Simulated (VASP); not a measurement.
# CaS (Fm-3m) in VASP: a series of runs

CaS is run at these levels: PBE, LDA, r2SCAN; tasks: single point.

Program: VASP 6.6.1. These are calculated values, not measurements. Logs are shortened: lines on timing, memory, paths and dates and some standing lists are left out, and cuts for length are marked.

### 1 The cell of the first run

Symmetry: Fm-3m, No. 225, cubic system. The conventional cell has a = 5.696 Å, b = 5.696 Å, c = 5.696 Å, α = 90.00°, β = 90.00°, γ = 90.00°. Ca (site symmetry m-3m) has 6 S at 2.85 Å within 3.8 Å. Within 3.8 Å of S (site symmetry m-3m) lie 6 Ca at 2.85 Å.

### 2 Single point, PBE

Input file INCAR:

```
PREC     = Accurate       # precision mode
ENCUT    = 500            # plane-wave cutoff, eV
EDIFF    = 1E-6           # SCF threshold, eV
ISMEAR   = 0              # smearing method
SIGMA    = 0.01           # smearing width, eV
LREAL    = False          # projectors in reciprocal space
LASPH    = True           # aspherical terms in the spheres
NELM     = 120            # most SCF steps
ALGO     = Normal         # electronic algorithm
ISIF     = 2              # what is computed and relaxed
LWAVE    = False          # write WAVECAR
LCHARG   = False          # write CHGCAR
GGA      = PE             # functional
NBANDS   = 15             # bands
GGA_COMPAT= False
```

Input file KPOINTS:

```
regular mesh
0
Gamma
  4 4 4
```

Input file POSCAR:

```
CaS
1.0
    0.0000000000      2.8479357439      2.8479357439
    2.8479357439      0.0000000000      2.8479357439
    2.8479357439      2.8479357439      0.0000000000
Ca S
1 1
Direct
    0.0000000000      0.0000000000      0.0000000000
    0.5000000000      0.5000000000      0.5000000000
```

Potentials or basis: VASP PAW PBE potentials, release 64 (Ca_sv, S).

Run with:

```console
$ cat potpaw_PBE.64/Ca_sv/POTCAR potpaw_PBE.64/S/POTCAR > POTCAR
$ mpirun -np 1 vasp_std > vasp.out
```

OUTCAR:

```text
PREC = Accurate
   ENCUT = 500
   EDIFF = 1E-6
   ISMEAR = 0
   LREAL = False
   LASPH = True
   NELM = 120
   ISIF = 2
   GGA = PE

 ion  position               nearest neighbor table
   1  0.000  0.000  0.000-   2 2.85   2 2.85   2 2.85   2 2.85   2 2.85   2 2.85
   2  0.500  0.500  0.500-   1 2.85   1 2.85   1 2.85   1 2.85   1 2.85   1 2.85

  LATTYP: Found a face centered cubic cell.
 ALAT       =     5.6958714878

  Lattice vectors:

 A1 = (   0.0000000000,   2.8479357439,   2.8479357439)
 A2 = (   2.8479357439,   0.0000000000,   2.8479357439)
 A3 = (   2.8479357439,   2.8479357439,   0.0000000000)

Analysis of symmetry for initial positions (statically):
=====================================================================
 Subroutine PRICEL returns:
 Original cell was already a primitive cell.

 Routine SETGRP: Setting up the symmetry group for a
 face centered cubic supercell.

 Subroutine GETGRP returns: Found 48 space group operations
 (whereof 48 operations were pure point group operations)
 out of a pool of 48 trial point group operations.

The static configuration has the point symmetry O_h .

Analysis of symmetry for dynamics (positions and initial velocities):
=====================================================================
 Subroutine PRICEL returns:
 Original cell was already a primitive cell.

 Routine SETGRP: Setting up the symmetry group for a
 face centered cubic supercell.

 Subroutine GETGRP returns: Found 48 space group operations
 (whereof 48 operations were pure point group operations)
 out of a pool of 48 trial point group operations.

The dynamic configuration has the point symmetry O_h .

 Subroutine INISYM returns: Found 48 space group operations
 (whereof 48 operations are pure point group operations),
 and found     1 'primitive' translations

----------------------------------------------------------------------------------------

                                     Primitive cell

  volume of cell :      46.1977

  direct lattice vectors                    reciprocal lattice vectors
     0.000000000  2.847935744  2.847935744    -0.175565759  0.175565759  0.175565759
     2.847935744  0.000000000  2.847935744     0.175565759 -0.175565759  0.175565759
     2.847935744  2.847935744  0.000000000     0.175565759  0.175565759 -0.175565759

  length of vectors
     4.027589354  4.027589354  4.027589354     0.304088814  0.304088814  0.304088814

  position of ions in fractional coordinates (direct lattice)
     0.000000000  0.000000000  0.000000000
     0.500000000  0.500000000  0.500000000

  ion indices of the primitive-cell ions
   primitive index   ion index
                 1           1
                 2           2

[... 70 lines left out ...]
   EFERMI_NEDOS =   21; number of points for ismear=-14 and -15
   IALGO  =     38    algorithm
   IMIX   =      4    mixing-type and parameters
     AMIX     =   0.40;   BMIX     =  1.00
     AMIX_MAG =   1.60;   BMIX_MAG =  1.00
  volume/ion in A,a.u.               =      23.10       155.88
  Fermi-wavevector in a.u.,A,eV,Ry     =   1.149674  2.172568 17.983499  1.321750
  Thomas-Fermi vector in A             =   2.286342
   LORBIT       =      0    0 simple, 1 ext, 2 COOP (PROOUT), +10 PAW based schemes
   GGA     = PE    functional components
   LHFCALC =     F    Hartree Fock is set to
   AEXX    =    0.0000 exact exchange contribution
   IVDW    =     0    specifies the selected vdW correction
   LEPSILON=     F    determine dielectric tensor
   LRPA    =     F    only Hartree local field effects (RPA)
 non-spin polarized calculation
 Gauss-broadening in eV      SIGMA  =   0.01
  energy-cutoff  :      500.00
  volume of cell :       46.20
 maximum number of plane-waves:      1211
 NGX is ok and might be reduce to    30
   NGX = 15   NGY = 15   NGZ = 15

 number of electron      16.0000004 magnetization

 Free energy of the ion-electron system (eV)
  ---------------------------------------------------
  ext. energy  EPLUGINS =         0.00000000
  ---------------------------------------------------
  free energy    TOTEN  =       -10.35267137 eV

  energy without entropy =      -10.35267137  energy(sigma->0) =      -10.35267137

 E-fermi :   2.7869     XC(G=0):  -9.3103

 val. band max:        2.7346706124   @ k =   0.0000   0.0000   0.0000
 cond. band min:       5.0845997579   @ k =   0.5000   0.5000   0.0000
 fundamental gap:      2.3499291455
 Fermi energy:         2.7868938964

 k-point     1 :       0.0000    0.0000    0.0000
  band No.  band energies     occupation
      1     -36.4781      2.00000
      2     -17.4578      2.00000
      3     -17.4578      2.00000
      4     -17.4578      2.00000
      5      -8.5889      2.00000
      6       2.7347      2.00000
      7       2.7347      2.00000
      8       2.7347      2.00000
      9       6.8753      0.00000
     10       6.8896      0.00000
     11       6.8896      0.00000
     12       6.8896      0.00000
     13       7.4823      0.00000
     14       7.4823      0.00000
[... 113 lines left out ...]
      2     -17.5431      2.00000
      3     -17.5431      2.00000
      4     -17.5163      2.00000
      5      -7.8485      2.00000
      6       0.9532      2.00000
      7       0.9532      2.00000
      8       1.1842      2.00000
      9       7.5526      0.00000
     10       7.5526      0.00000
     11       8.7225      0.00000
     12       9.1502      0.00000
     13       9.5174      0.00000
     14      12.0343      0.00000
     15      12.8204      0.00000

------------------------ aborting loop because EDIFF is reached ----------------------------------------

  FORCE on cell =-STRESS in cart. coord.  units (eV):
  Direction    XX          YY          ZZ          XY          YZ          ZX
  --------------------------------------------------------------------------------------
  -------------------------------------------------------------------------------------
  Total        0.2132608      0.2132608      0.2132608      0.0000000      0.0000000     -0.0000000
  in kB        7.3960710      7.3960710      7.3960710      0.0000000      0.0000000     -0.0000000
  external PRESSURE =       7.3960710 kB  Pullay stress =       0.0000000 kB

 VOLUME and BASIS-vectors are now :
 -----------------------------------------------------------------------------
  energy-cutoff  :      500.00
  volume of cell :       46.20
      direct lattice vectors                 reciprocal lattice vectors
     0.000000000  2.847935744  2.847935744    -0.175565759  0.175565759  0.175565759
     2.847935744  0.000000000  2.847935744     0.175565759 -0.175565759  0.175565759
     2.847935744  2.847935744  0.000000000     0.175565759  0.175565759 -0.175565759

 POSITION                                       TOTAL-FORCE (eV/Angst)
 -----------------------------------------------------------------------------------
      0.00000      0.00000      0.00000        -0.000000     -0.000000     -0.000000
      2.84794      2.84794      2.84794         0.000000      0.000000      0.000000
 -----------------------------------------------------------------------------------
    total drift:                               -0.000000      0.000000      0.000000

  FREE ENERGIE OF THE ION-ELECTRON SYSTEM (eV)
  ---------------------------------------------------
  free  energy   TOTEN  =       -10.3526713720 eV

  energy  without entropy=      -10.3526713720  energy(sigma->0) =      -10.35267137
```

stdout:

```text
POSCAR found type information on POSCAR CaS
 POSCAR found :  2 types and       2 ions
 scaLAPACK will be used
 LDA part: xc-table for (Slater+PW92), standard interpolation
 POSCAR, INCAR and KPOINTS ok, starting setup
 FFT: planning ... GRIDC
 FFT: planning ... GRID_SOFT
 FFT: planning ... GRID
 WAVECAR not read
 entering main loop
```

Run time: 10 s. Hardware: 1 thread of Intel Xeon 8259CL, shared host; peak memory 0.16 GiB.

Results:

```
Free energy            : -10.3527 eV
Pressure               : 0.7 GPa
Band gap on the k mesh : 2.35 eV (least direct gap 3.16 eV)
```

Caveat: the k points lie up to 0.48 Å⁻¹ apart.

### 3 Single point, LDA

Input file INCAR:

```
PREC = Accurate ; ENCUT = 500
EDIFF = 1E-6 ; ISMEAR = 0
SIGMA = 0.01 ; LREAL = F
LASPH = T ; NELM = 120
ALGO = Normal ; ISIF = 2
LWAVE = F ; LCHARG = F
NBANDS = 15 ; GGA_COMPAT = F
```

Input file KPOINTS:

```
regular mesh
0
Gamma
  6 6 6
```

POSCAR is that of step 2.

Potentials or basis: VASP PAW LDA potentials, release 64 (Ca_sv, S).

Run with:

```console
$ cat potpaw_LDA.64/Ca_sv/POTCAR potpaw_LDA.64/S/POTCAR > POTCAR
$ mpirun -np 1 vasp_std > vasp.out
```

Wall time 13 s (1 thread of Intel Xeon 8259CL, shared host); peak memory 0.15 GiB.

It converged, with:

```
Free energy            : -11.3956 eV
Pressure               : -3.9 GPa
Band gap on the k mesh : 2.14 eV (least direct gap 2.96 eV)
```

Levels at points of the mesh, in eV from the valence-band top:
| k point | band 5 | band 6 | band 7 | band 8 | band 9 | band 10 | band 11 | band 12 |
| --- | --- | --- | --- | --- | --- | --- | --- | --- |
| (0.00, 0.00, 0.00) | -11.29 | 0.00 | 0.00 | 0.00 | 3.88 | 3.96 | 3.96 | 3.96 |
| (0.50, 0.00, 0.00) | -10.45 | -3.18 | -1.20 | -1.20 | 5.02 | 5.88 | 6.01 | 6.01 |
| (0.50, 0.50, 0.00) | -10.65 | -2.32 | -0.82 | -0.82 | 2.14 | 5.46 | 5.76 | 6.62 |

Caveat: the cell stands under tension.

### 4 Single point, r2SCAN

POSCAR is that of step 3.

Input file INCAR.step1:

```
PREC = Accurate ; ENCUT = 550
ISMEAR = 0 ; SIGMA = 0.05
LREAL = F ; LASPH = T
NELM = 120 ; NBANDS = 15
GGA = PE ; ALGO = Normal
EDIFF = 1E-5 ; LWAVE = T
LCHARG = F ; GGA_COMPAT = F
```

Input file INCAR.step2:

```
PREC = Accurate ; ENCUT = 550
EDIFF = 1E-6 ; ISMEAR = 0
SIGMA = 0.05 ; LREAL = F
LASPH = T ; NELM = 120
ALGO = Normal ; ISIF = 2
LWAVE = F ; LCHARG = F
METAGGA = R2SCAN ; LMIXTAU = T
NBANDS = 15 ; ISTART = 1
GGA_COMPAT = F
```

KPOINTS is that of step 3.

Potentials or basis: VASP PAW PBE potentials, release 64 (Ca_sv, S).

Run with:

```console
$ cat potpaw_PBE.64/Ca_sv/POTCAR potpaw_PBE.64/S/POTCAR > POTCAR
$ cp INCAR.step1 INCAR
$ mpirun -np 1 vasp_std > vasp.out
$ cp INCAR.step2 INCAR
$ mpirun -np 1 vasp_std > vasp.out
```

Wall time 59 s (1 thread of Intel Xeon 8259CL, shared host); peak memory 0.19 GiB.

It converged, with:

```
Free energy            : -19.9418 eV
Pressure               : 0.3 GPa
Band gap on the k mesh : 2.80 eV (least direct gap 3.63 eV)
```

Levels at points of the mesh, in eV from the valence-band top:
| k point | band 5 | band 6 | band 7 | band 8 | band 9 | band 10 | band 11 | band 12 |
| --- | --- | --- | --- | --- | --- | --- | --- | --- |
| (0.00, 0.00, 0.00) | -11.79 | 0.00 | 0.00 | 0.00 | 4.67 | 4.67 | 4.67 | 4.92 |
| (0.50, 0.00, 0.00) | -10.96 | -3.10 | -1.16 | -1.16 | 5.79 | 6.68 | 6.82 | 6.82 |
| (0.50, 0.50, 0.00) | -11.15 | -2.31 | -0.83 | -0.83 | 2.80 | 6.18 | 6.77 | 7.41 |

Caveat: the PAW data sets were made with another functional, which shifts forces and pressure a little.

### 5 Single point, r2SCAN

POSCAR is that of step 4.

Input file INCAR.step1:

```
SYSTEM = CaS
ALGO = Normal
EDIFF = 1E-5
ENCUT = 550
GGA = PE
GGA_COMPAT = .FALSE.
ISMEAR = 0
LASPH = .TRUE.
LCHARG = .FALSE.
LREAL = .FALSE.
LWAVE = .TRUE.
NBANDS = 15
NELM = 120
PREC = Accurate
SIGMA = 0.01
```

Input file INCAR.step2:

```
SYSTEM = CaS
ALGO = Normal
EDIFF = 1E-6
ENCUT = 550
GGA_COMPAT = .FALSE.
ISIF = 2
ISMEAR = 0
ISTART = 1
LASPH = .TRUE.
LCHARG = .TRUE.
LELF = .TRUE.
LMIXTAU = .TRUE.
LREAL = .FALSE.
LVHAR = .TRUE.
LWAVE = .FALSE.
METAGGA = R2SCAN
NBANDS = 15
NELM = 120
PREC = Accurate
SIGMA = 0.01
```

Input file KPOINTS:

```
k-points
0
G
  6 6 6
  0 0 0
```

Run with:

```console
$ cat potpaw_PBE.64/Ca_sv/POTCAR potpaw_PBE.64/S/POTCAR > POTCAR
$ cp INCAR.step1 INCAR
$ mpirun -np 1 vasp_std > vasp.out
$ cp INCAR.step2 INCAR
$ mpirun -np 1 vasp_std > vasp.out
```

Wall time 62 s (1 thread of Intel Xeon 8259CL, shared host); peak memory 0.19 GiB.

The run converged. Its results:

- Free energy: -19.9418 eV
- Pressure: 0.3 GPa
- Band gap on the k mesh: 2.80 eV (least direct gap 3.63 eV)

Levels at points of the mesh, in eV from the valence-band top:
```
           k point  band 6  band 7  band 8  band 9  band 10  band 11
(0.00, 0.00, 0.00)    0.00    0.00    0.00    4.67     4.67     4.67
(0.50, 0.00, 0.00)   -3.10   -1.16   -1.16    5.79     6.68     6.82
(0.50, 0.50, 0.00)   -2.31   -0.83   -0.83    2.80     6.18     6.77
```

Caveat: the PAW data sets were made with another functional, which shifts forces and pressure a little. A k mesh can miss the band edges.

### 6 The runs side by side

| level | potentials or basis | k mesh | cutoff (eV) | smearing | gap on the mesh (eV) | pressure (GPa) |
| --- | --- | --- | --- | --- | --- | --- |
| PBE | VASP PAW PBE potentials, release 64 (Ca_sv, S) | 4 × 4 × 4 | 500 | gaussian 0.01 eV | 2.35 | 0.7 |
| LDA | VASP PAW LDA potentials, release 64 (Ca_sv, S) | 6 × 6 × 6 | 500 | gaussian 0.01 eV | 2.14 | -3.9 |
| r2SCAN | VASP PAW PBE potentials, release 64 (Ca_sv, S) | 6 × 6 × 6 | 550 | gaussian 0.05 eV | 2.80 | 0.3 |
| r2SCAN | VASP PAW PBE potentials, release 64 (Ca_sv, S) | 6 × 6 × 6 | 550 | gaussian 0.01 eV | 2.80 | 0.3 |

Alike in all rows: task single point; no spin polarisation; cell as given.

Caveats: some runs use coarse meshes; the PAW data sets were made with another functional, which shifts forces and pressure a little (at least some runs); the cell stands under tension (at least some runs).

Absolute energies hang on the potentials; compare differences alone.
